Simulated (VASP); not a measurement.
# InSb (CsCl type): single point with PBE

The system is InSb (CsCl type).

```
CELL_PARAMETERS angstrom
3.53343 0.00000 0.00000
0.00000 3.53343 0.00000
0.00000 0.00000 3.53343
ATOMIC_POSITIONS crystal
In 0.00000 0.00000 0.00000
Sb 0.50000 0.50000 0.50000
```

This cell differs from its parent crystal: volume scaled by 0.8.

| Property | Result |
| --- | --- |
| Program | VASP 6.6.1 |
| Task | single point |
| Functional | PBE |
| Potentials or basis | VASP PAW PBE potentials, release 64 (In_d, Sb) |
| Cutoff | 520 eV |
| k mesh | 11 × 11 × 11 |
| Occupations | fermi-dirac, width 0.08 eV |
| Spin | no spin polarisation |

The pressure is 17.2 GPa and the band gap on the k mesh is zero (band 9 reaches 12.02 eV, above the bottom of band 10 at 8.29 eV).

Levels at points of the mesh, in eV from the Fermi level:
| k point | band 6 | band 7 | band 8 | band 9 | band 10 | band 11 | band 12 | band 13 |
| --- | --- | --- | --- | --- | --- | --- | --- | --- |
| (0.00, 0.00, 0.00) | -13.07 | -0.95 | -0.95 | -0.95 | -0.92 | 3.96 | 3.96 | 10.36 |

Run time: 35 s on 1 thread of Intel(R) Xeon(R) Platinum 8259CL CPU @ 2.50GHz (Skylake/Cascade Lake), with other jobs on the host, peak memory 0.18 GiB.

Caveat: spin-orbit coupling is left out, which moves the levels of the heavy elements.
